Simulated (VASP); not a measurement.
# LiBr (rocksalt type) (Fm-3m) in VASP: further runs

The runs below take LiBr (rocksalt type) through electric field gradients, with PBE.

Program: VASP 6.6.1. These are calculated values, not measurements. Logs are shortened: lines on timing, memory, paths and dates and some standing lists are left out, and cuts for length are marked.

### Step 1. The cell of the first run

It takes space group Fm-3m (No. 225, cubic). The conventional cell has a = 5.510 Å, b = 5.510 Å, c = 5.510 Å, α = 90.00°, β = 90.00°, γ = 90.00°. Within 3.6 Å of Li (site symmetry m-3m) lie 6 Br at 2.75 Å. Br (site symmetry m-3m) has 6 Li at 2.75 Å within 3.6 Å.

### Step 2. Electric field gradients, PBE

Input file INCAR:

```
PREC     = Accurate       # precision mode
ENCUT    = 650            # plane-wave cutoff, eV
EDIFF    = 1E-8           # SCF threshold, eV
ISMEAR   = -1             # smearing method
SIGMA    = 0.08           # smearing width, eV
LREAL    = F              # projectors in reciprocal space
LASPH    = T              # aspherical terms in the spheres
NELM     = 120            # most SCF steps
ALGO     = Normal         # electronic algorithm
ISIF     = 2              # what is computed and relaxed
LWAVE    = F              # write WAVECAR
LCHARG   = F              # write CHGCAR
GGA      = PE             # functional
LEFG     = T            
NBANDS   = 12             # bands
GGA_COMPAT= F
```

Input file KPOINTS:

```
regular mesh
0
Gamma
  12 12 12
```

Input file POSCAR:

```
LiBr
1.0
    0.0000000000      2.7547921786      2.7547921786
    2.7547921786      0.0000000000      2.7547921786
    2.7547921786      2.7547921786      0.0000000000
Li Br
1 1
Direct
    0.0000000000      0.0000000000      0.0000000000
    0.5000000000      0.5000000000      0.5000000000
```

Potentials or basis: VASP PAW PBE potentials, release 64 (Li_sv, Br).

The run is started by

```sh
cat potpaw_PBE.64/Li_sv/POTCAR potpaw_PBE.64/Br/POTCAR > POTCAR
mpirun -np 1 vasp_std > vasp.out
```

OUTCAR:

```text
PREC = Accurate
   ENCUT = 650
   EDIFF = 1E-8
   ISMEAR = -1
   LREAL = F
   LASPH = T
   NELM = 120
   ISIF = 2
   GGA = PE

 ion  position               nearest neighbor table
   1  0.000  0.000  0.000-
   2  0.500  0.500  0.500-

  LATTYP: Found a face centered cubic cell.
 ALAT       =     5.5095843572

  Lattice vectors:

 A1 = (   0.0000000000,   2.7547921786,   2.7547921786)
 A2 = (   2.7547921786,   0.0000000000,   2.7547921786)
 A3 = (   2.7547921786,   2.7547921786,   0.0000000000)

Analysis of symmetry for initial positions (statically):
=====================================================================
 Subroutine PRICEL returns:
 Original cell was already a primitive cell.

 Routine SETGRP: Setting up the symmetry group for a
 face centered cubic supercell.

 Subroutine GETGRP returns: Found 48 space group operations
 (whereof 48 operations were pure point group operations)
 out of a pool of 48 trial point group operations.

The static configuration has the point symmetry O_h .

Analysis of symmetry for dynamics (positions and initial velocities):
=====================================================================
 Subroutine PRICEL returns:
 Original cell was already a primitive cell.

 Routine SETGRP: Setting up the symmetry group for a
 face centered cubic supercell.

 Subroutine GETGRP returns: Found 48 space group operations
 (whereof 48 operations were pure point group operations)
 out of a pool of 48 trial point group operations.

The dynamic configuration has the point symmetry O_h .

 Subroutine INISYM returns: Found 48 space group operations
 (whereof 48 operations are pure point group operations),
 and found     1 'primitive' translations

----------------------------------------------------------------------------------------

                                     Primitive cell

  volume of cell :      41.8116

  direct lattice vectors                    reciprocal lattice vectors
     0.000000000  2.754792179  2.754792179    -0.181501895  0.181501895  0.181501895
     2.754792179  0.000000000  2.754792179     0.181501895 -0.181501895  0.181501895
     2.754792179  2.754792179  0.000000000     0.181501895  0.181501895 -0.181501895

[... 130 lines left out ...]
 E-fermi :   2.0991     XC(G=0):  -8.4068

 val. band max:        0.2851422321   @ k =  -0.0833   0.0833   0.0000
 cond. band min:       5.2057667369   @ k =   0.0000   0.0000   0.0000
 fundamental gap:      4.9206245048
 Fermi energy:         2.0990600288

 k-point     1 :       0.0000    0.0000    0.0000
  band No.  band energies     occupation
      1     -44.1287      2.00000
      2     -13.1365      2.00000
      3       0.2798      2.00000
      4       0.2798      2.00000
      5       0.2798      2.00000
      6       5.2058      0.00000
      7      10.7763      0.00000
      8      10.7763      0.00000
      9      10.7763      0.00000
     10      12.4991      0.00000
     11      12.4991      0.00000
     12      12.4991      0.00000
[... 331 lines left out ...]
 k-point    24 :      -0.4167    0.1667    0.0000
  band No.  band energies     occupation
      1     -44.1276      2.00000
      2     -12.6182      2.00000
      3      -2.3852      2.00000
      4      -0.7608      2.00000
      5      -0.1315      2.00000
      6       6.8050      0.00000
      7       8.4246      0.00000
      8       8.9221      0.00000
      9      11.3037      0.00000
     10      14.1396      0.00000
     11      14.9004      0.00000
     12      15.1832      0.00000

 [... further k-points ...]

------------------------ aborting loop because EDIFF is reached ----------------------------------------

  FORCE on cell =-STRESS in cart. coord.  units (eV):
  Direction    XX          YY          ZZ          XY          YZ          ZX
  --------------------------------------------------------------------------------------
  -------------------------------------------------------------------------------------
  Total       -0.0166185     -0.0166185     -0.0166185     -0.0000000     -0.0000000      0.0000000
  in kB       -0.6368057     -0.6368057     -0.6368057     -0.0000000     -0.0000000      0.0000000
  external PRESSURE =      -0.6368057 kB  Pullay stress =       0.0000000 kB

 VOLUME and BASIS-vectors are now :
 -----------------------------------------------------------------------------
  energy-cutoff  :      650.00
  volume of cell :       41.81
      direct lattice vectors                 reciprocal lattice vectors
     0.000000000  2.754792179  2.754792179    -0.181501895  0.181501895  0.181501895
     2.754792179  0.000000000  2.754792179     0.181501895 -0.181501895  0.181501895
     2.754792179  2.754792179  0.000000000     0.181501895  0.181501895 -0.181501895

 POSITION                                       TOTAL-FORCE (eV/Angst)
 -----------------------------------------------------------------------------------
      0.00000      0.00000      0.00000        -0.000000     -0.000000     -0.000000
      2.75479      2.75479      2.75479         0.000000      0.000000      0.000000
 -----------------------------------------------------------------------------------
    total drift:                                0.000000     -0.000000      0.000000

  FREE ENERGIE OF THE ION-ELECTRON SYSTEM (eV)
  ---------------------------------------------------
  free  energy   TOTEN  =        -6.6430167774 eV

  energy  without entropy=       -6.6430167774  energy(sigma->0) =       -6.64301678

 Electric field gradients (V/A^2)
---------------------------------------------------------------------
 ion       V_xx      V_yy      V_zz      V_xy      V_xz      V_yz
---------------------------------------------------------------------
   1       0.000     0.000     0.000    -0.004    -0.004    -0.004
   2      -0.000    -0.000     0.000    -0.000    -0.000    -0.000
---------------------------------------------------------------------

 Electric field gradients after diagonalization (V/A^2)
 (convention: |V_zz| > |V_xx| > |V_yy|)
----------------------------------------------------------------------
 ion       V_xx      V_yy      V_zz     asymmetry (V_yy - V_xx)/ V_zz
----------------------------------------------------------------------
   1       0.004     0.004    -0.008       0.000
   2       0.000     0.000    -0.001       0.000
----------------------------------------------------------------------

           NMR quadrupolar parameters

 Cq : quadrupolar parameter    Cq=e*Q*V_zz/h
 eta: asymmetry parameters     (V_yy - V_xx)/ V_zz
 Q  : nuclear electric quadrupole moment in mb (millibarn)
----------------------------------------------------------------------
 ion       Cq(MHz)       eta       Q (mb)
----------------------------------------------------------------------
   1      -0.000       0.000       1.000
   2      -0.000       0.000       1.000
----------------------------------------------------------------------
```

OSZICAR:

```text
N       E                     dE             d eps       ncg     rms          rms(c)
DAV:   1     0.459035754598E+02    0.45904E+02   -0.43933E+03  1728   0.878E+02
DAV:   2    -0.370688692394E+01   -0.49610E+02   -0.47113E+02  2168   0.143E+02
DAV:   3    -0.659029818941E+01   -0.28834E+01   -0.28754E+01  2260   0.361E+01
DAV:   4    -0.667086571460E+01   -0.80568E-01   -0.80522E-01  2432   0.575E+00
DAV:   5    -0.667172414958E+01   -0.85843E-03   -0.85842E-03  2248   0.550E-01    0.195E+00
DAV:   6    -0.663825470278E+01    0.33469E-01   -0.64964E-02  2156   0.116E+00    0.119E+00
DAV:   7    -0.664053573186E+01   -0.22810E-02   -0.39128E-02  2380   0.103E+00    0.439E-01
DAV:   8    -0.664298894614E+01   -0.24532E-02   -0.44422E-03  2076   0.439E-01    0.682E-02
DAV:   9    -0.664298104094E+01    0.79052E-05   -0.11275E-04  2048   0.750E-02    0.260E-02
DAV:  10    -0.664301565067E+01   -0.34610E-04   -0.54266E-05  2104   0.475E-02    0.143E-02
DAV:  11    -0.664301697784E+01   -0.13272E-05   -0.51373E-06  2244   0.131E-02    0.402E-03
DAV:  12    -0.664301693815E+01    0.39689E-07   -0.28822E-07  2076   0.376E-03    0.220E-03
DAV:  13    -0.664301674295E+01    0.19520E-06   -0.73565E-08  2044   0.150E-03    0.363E-04
DAV:  14    -0.664301675457E+01   -0.11625E-07   -0.18573E-09  1168   0.323E-04    0.234E-04
DAV:  15    -0.664301677750E+01   -0.22926E-07   -0.64443E-10  1048   0.169E-04    0.150E-05
DAV:  16    -0.664301677740E+01    0.10255E-09   -0.12108E-10  1012   0.768E-05
   1 F= -.66430168E+01 E0= -.66430168E+01  d E =-.351332E-10
```

stdout:

```text
POSCAR found type information on POSCAR LiBr
 POSCAR found :  2 types and       2 ions
 scaLAPACK will be used
 LDA part: xc-table for (Slater+PW92), standard interpolation
 POSCAR, INCAR and KPOINTS ok, starting setup
 FFT: planning ... GRIDC
 FFT: planning ... GRID_SOFT
 FFT: planning ... GRID
 WAVECAR not read
 entering main loop
ion   1

ion   2
```

It took 65 s on 1 thread of Intel Xeon 8259CL, shared host; peak memory 0.2 GiB.

Results:

| Quantity | Value |
| --- | --- |
| Free energy | -6.6430 eV |
| Pressure | -0.1 GPa |
| Band gap on the k mesh | 4.92 eV (least direct gap 4.93 eV) |
| Largest electric field gradient by atom | zero within the noise of the run |

A k mesh can miss the band edges.

### Step 3. Electric field gradients, PBE

Input file INCAR:

```
SYSTEM = LiBr
  ALGO = Normal
  EDIFF = 1E-8
  ENCUT = 650
  GGA = PE
  GGA_COMPAT = .FALSE.
  ISIF = 2
  ISMEAR = -1
  LASPH = .TRUE.
  LCHARG = .FALSE.
  LEFG = .TRUE.
  LREAL = .FALSE.
  LWAVE = .FALSE.
  NBANDS = 12
  NELM = 120
  PREC = Accurate
  SIGMA = 0.08
```

Input file KPOINTS:

```
k-points
0
G
  12 12 12
  0 0 0
```

POSCAR is that of step 2.

Potentials or basis: VASP PAW PBE potentials, release 64 (Li_sv, Br).

The run is started by

```sh
cat potpaw_PBE.64/Li_sv/POTCAR potpaw_PBE.64/Br/POTCAR > POTCAR
mpirun -np 1 vasp_std > vasp.out
```

OUTCAR:

```text
SYSTEM = LiBr
   EDIFF = 1E-8
   ENCUT = 650
   GGA = PE
   ISIF = 2
   ISMEAR = -1
   LASPH = .TRUE.
   LREAL = .FALSE.
   NELM = 120
   PREC = Accurate

 ion  position               nearest neighbor table
   1  0.000  0.000  0.000-
   2  0.500  0.500  0.500-

  LATTYP: Found a face centered cubic cell.
 ALAT       =     5.5095843572

  Lattice vectors:

 A1 = (   0.0000000000,   2.7547921786,   2.7547921786)
 A2 = (   2.7547921786,   0.0000000000,   2.7547921786)
 A3 = (   2.7547921786,   2.7547921786,   0.0000000000)

[... 568 lines left out ...]
  FREE ENERGIE OF THE ION-ELECTRON SYSTEM (eV)
  ---------------------------------------------------
  free  energy   TOTEN  =        -6.6430167774 eV

  energy  without entropy=       -6.6430167774  energy(sigma->0) =       -6.64301678

 Electric field gradients (V/A^2)
---------------------------------------------------------------------
 ion       V_xx      V_yy      V_zz      V_xy      V_xz      V_yz
---------------------------------------------------------------------
   1       0.000     0.000     0.000    -0.004    -0.004    -0.004
   2      -0.000    -0.000     0.000    -0.000    -0.000    -0.000
---------------------------------------------------------------------

 Electric field gradients after diagonalization (V/A^2)
 (convention: |V_zz| > |V_xx| > |V_yy|)
----------------------------------------------------------------------
 ion       V_xx      V_yy      V_zz     asymmetry (V_yy - V_xx)/ V_zz
----------------------------------------------------------------------
   1       0.004     0.004    -0.008       0.000
   2       0.000     0.000    -0.001       0.000
----------------------------------------------------------------------

           NMR quadrupolar parameters

 Cq : quadrupolar parameter    Cq=e*Q*V_zz/h
 eta: asymmetry parameters     (V_yy - V_xx)/ V_zz
 Q  : nuclear electric quadrupole moment in mb (millibarn)
----------------------------------------------------------------------
 ion       Cq(MHz)       eta       Q (mb)
----------------------------------------------------------------------
   1      -0.000       0.000       1.000
   2      -0.000       0.000       1.000
----------------------------------------------------------------------
```

OSZICAR:

```text
N       E                     dE             d eps       ncg     rms          rms(c)
DAV:   1     0.459035754598E+02    0.45904E+02   -0.43933E+03  1728   0.878E+02
DAV:   2    -0.370688692394E+01   -0.49610E+02   -0.47113E+02  2168   0.143E+02
DAV:   3    -0.659029818941E+01   -0.28834E+01   -0.28754E+01  2260   0.361E+01
DAV:   4    -0.667086571460E+01   -0.80568E-01   -0.80522E-01  2432   0.575E+00
DAV:   5    -0.667172414958E+01   -0.85843E-03   -0.85842E-03  2248   0.550E-01    0.195E+00
DAV:   6    -0.663825470278E+01    0.33469E-01   -0.64964E-02  2156   0.116E+00    0.119E+00
DAV:   7    -0.664053573186E+01   -0.22810E-02   -0.39128E-02  2380   0.103E+00    0.439E-01
DAV:   8    -0.664298894614E+01   -0.24532E-02   -0.44422E-03  2076   0.439E-01    0.682E-02
DAV:   9    -0.664298104094E+01    0.79052E-05   -0.11275E-04  2048   0.750E-02    0.260E-02
DAV:  10    -0.664301565067E+01   -0.34610E-04   -0.54266E-05  2104   0.475E-02    0.143E-02
DAV:  11    -0.664301697784E+01   -0.13272E-05   -0.51373E-06  2244   0.131E-02    0.402E-03
DAV:  12    -0.664301693815E+01    0.39689E-07   -0.28822E-07  2076   0.376E-03    0.220E-03
DAV:  13    -0.664301674295E+01    0.19520E-06   -0.73565E-08  2044   0.150E-03    0.363E-04
DAV:  14    -0.664301675457E+01   -0.11625E-07   -0.18573E-09  1168   0.323E-04    0.234E-04
DAV:  15    -0.664301677750E+01   -0.22926E-07   -0.64443E-10  1048   0.169E-04    0.150E-05
DAV:  16    -0.664301677740E+01    0.10255E-09   -0.12108E-10  1012   0.768E-05
   1 F= -.66430168E+01 E0= -.66430168E+01  d E =-.351332E-10
```

Run time: 63 s. Hardware: 1 thread of Intel Xeon 8259CL, shared host; peak memory 0.2 GiB.

What came out:

* Free energy: -6.6430 eV
* Pressure: -0.1 GPa
* Band gap on the k mesh: 4.92 eV (least direct gap 4.93 eV)
* Largest electric field gradient by atom: zero within the noise of the run

A k mesh can miss the band edges.

### Step 4. Electric field gradients, PBE (21.32 Å³/atom)

This run uses another cell than the first one, of 21.32 Å³/atom.

Input file INCAR:

```
PREC     = Accurate       # precision mode
ENCUT    = 650            # plane-wave cutoff, eV
EDIFF    = 1E-8           # SCF threshold, eV
ISMEAR   = -1             # smearing method
SIGMA    = 0.08           # smearing width, eV
LREAL    = F              # projectors in reciprocal space
LASPH    = T              # aspherical terms in the spheres
NELM     = 120            # most SCF steps
ALGO     = Normal         # electronic algorithm
ISIF     = 2              # what is computed and relaxed
LWAVE    = F              # write WAVECAR
LCHARG   = F              # write CHGCAR
GGA      = PE             # functional
LEFG     = T            
NBANDS   = 12             # bands
GGA_COMPAT= F
```

Input file KPOINTS:

```
Automatic mesh
0
Gamma
  12 12 12
```

Input file POSCAR:

```
LiBr
1.0
    0.0000000000      2.7730363671      2.7730363671
    2.7730363671      0.0000000000      2.7730363671
    2.7730363671      2.7730363671      0.0000000000
Li Br
1 1
Direct
    0.0000000000      0.0000000000      0.0000000000
    0.5000000000      0.5000000000      0.5000000000
```

Potentials or basis: VASP PAW PBE potentials, release 64 (Li_sv, Br).

The run is started by

```sh
cat potpaw_PBE.64/Li_sv/POTCAR potpaw_PBE.64/Br/POTCAR > POTCAR
mpirun -np 1 vasp_std > vasp.out
```

OUTCAR:

```text
PREC = Accurate
   ENCUT = 650
   EDIFF = 1E-8
   ISMEAR = -1
   LREAL = F
   LASPH = T
   NELM = 120
   ISIF = 2
   GGA = PE

 ion  position               nearest neighbor table
   1  0.000  0.000  0.000-
   2  0.500  0.500  0.500-

  LATTYP: Found a face centered cubic cell.
 ALAT       =     5.5460727342

  Lattice vectors:

 A1 = (   0.0000000000,   2.7730363671,   2.7730363671)
 A2 = (   2.7730363671,   0.0000000000,   2.7730363671)
 A3 = (   2.7730363671,   2.7730363671,   0.0000000000)

Analysis of symmetry for initial positions (statically):
=====================================================================
 Subroutine PRICEL returns:
 Original cell was already a primitive cell.

 Routine SETGRP: Setting up the symmetry group for a
 face centered cubic supercell.

 Subroutine GETGRP returns: Found 48 space group operations
 (whereof 48 operations were pure point group operations)
[... 546 lines left out ...]
  volume of cell :       42.65
      direct lattice vectors                 reciprocal lattice vectors
     0.000000000  2.773036367  2.773036367    -0.180307769  0.180307769  0.180307769
     2.773036367  0.000000000  2.773036367     0.180307769 -0.180307769  0.180307769
     2.773036367  2.773036367  0.000000000     0.180307769  0.180307769 -0.180307769

 POSITION                                       TOTAL-FORCE (eV/Angst)
 -----------------------------------------------------------------------------------
      0.00000      0.00000      0.00000         0.000000     -0.000000      0.000000
      2.77304      2.77304      2.77304        -0.000000      0.000000     -0.000000
 -----------------------------------------------------------------------------------
    total drift:                                0.000000      0.000000      0.000000

  FREE ENERGIE OF THE ION-ELECTRON SYSTEM (eV)
  ---------------------------------------------------
  free  energy   TOTEN  =        -6.6417779229 eV

  energy  without entropy=       -6.6417779228  energy(sigma->0) =       -6.64177792

 Electric field gradients (V/A^2)
---------------------------------------------------------------------
 ion       V_xx      V_yy      V_zz      V_xy      V_xz      V_yz
---------------------------------------------------------------------
   1       0.000    -0.000    -0.000     0.001     0.001     0.001
   2       0.000    -0.000     0.000    -0.000    -0.000    -0.000
---------------------------------------------------------------------

 Electric field gradients after diagonalization (V/A^2)
 (convention: |V_zz| > |V_xx| > |V_yy|)
----------------------------------------------------------------------
 ion       V_xx      V_yy      V_zz     asymmetry (V_yy - V_xx)/ V_zz
----------------------------------------------------------------------
   1      -0.001    -0.001     0.002       0.000
   2       0.000     0.000    -0.001       0.000
----------------------------------------------------------------------

           NMR quadrupolar parameters

 Cq : quadrupolar parameter    Cq=e*Q*V_zz/h
 eta: asymmetry parameters     (V_yy - V_xx)/ V_zz
 Q  : nuclear electric quadrupole moment in mb (millibarn)
----------------------------------------------------------------------
 ion       Cq(MHz)       eta       Q (mb)
----------------------------------------------------------------------
   1       0.000       0.000       1.000
   2      -0.000       0.000       1.000
----------------------------------------------------------------------
```

Run time: 85 s. Hardware: 1 thread of Intel Xeon 8259CL, shared host; peak memory 0.23 GiB.

What came out:

* Free energy: -6.6418 eV
* Pressure: -0.6 GPa
* Band gap on the k mesh: 4.84 eV
* Largest electric field gradient by atom: zero within the noise of the run

A k mesh can miss the band edges.

[end of part 1 of 2]
